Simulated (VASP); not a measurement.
Write the native input for VASP 6.6.1 that does the following.

```yaml
Task: single point
Functional: PBEsol
Potentials_or_basis: VASP PAW PBE potentials, release 64 (P)
Cutoff: 520 eV
k_mesh: 18 × 18 × 18
Occupations: gaussian, width 0.1 eV
Spin: no spin polarisation
Dipole_correction: no
Further_INCAR_settings: ALGO = Normal; EDIFF = 1e-07; NBANDS = 8
```

The structure of P lies in POSCAR:

```
P
1.0
    2.4382876118      0.0000000000      0.0000000000
    0.0000000000      2.4382876118      0.0000000000
    0.0000000000      0.0000000000      2.3489643398
P
1
Direct
    0.0000000000      0.0000000000      0.0000000000
```

This cell differs from its parent crystal: uniaxial strain along c: -3.0 %, then relaxed in part.

The input as run:

INCAR

```
PREC = Accurate ; ENCUT = 520
EDIFF = 1E-7 ; ISMEAR = 0
SIGMA = 0.1 ; LREAL = F
LASPH = T ; NELM = 60
ALGO = Normal ; ISIF = 2
LWAVE = F ; LCHARG = T
GGA = PS ; LELF = T
LVHAR = T ; NBANDS = 8
```

KPOINTS

```
Automatic mesh
0
Gamma
  18 18 18
```

Potentials or basis: VASP PAW PBE potentials, release 64 (P).

Run with:

```sh
$ cat potpaw_PBE.64/P/POTCAR > POTCAR
$ mpirun -np 1 vasp_std > vasp.out
```

It gave:

- Pressure: 2.5 GPa
- Band gap on the k mesh: zero (an odd number of electrons rules out a gap without spin polarisation)

Caveat: the cell differs from its parent crystal (uniaxial strain along c: -3.0 %, then relaxed in part); the stress differs along the axes, from 0 to 7 GPa; the PAW data sets were made with another functional, which shifts forces and pressure a little; an odd number of electrons without spin polarisation forces a metal; a magnetic or distorted state may lie lower.

Run time: 26 s on 1 thread of Intel(R) Xeon(R) Platinum 8259CL CPU @ 2.50GHz (Skylake/Cascade Lake), on a shared host, peak memory 0.15 GiB.
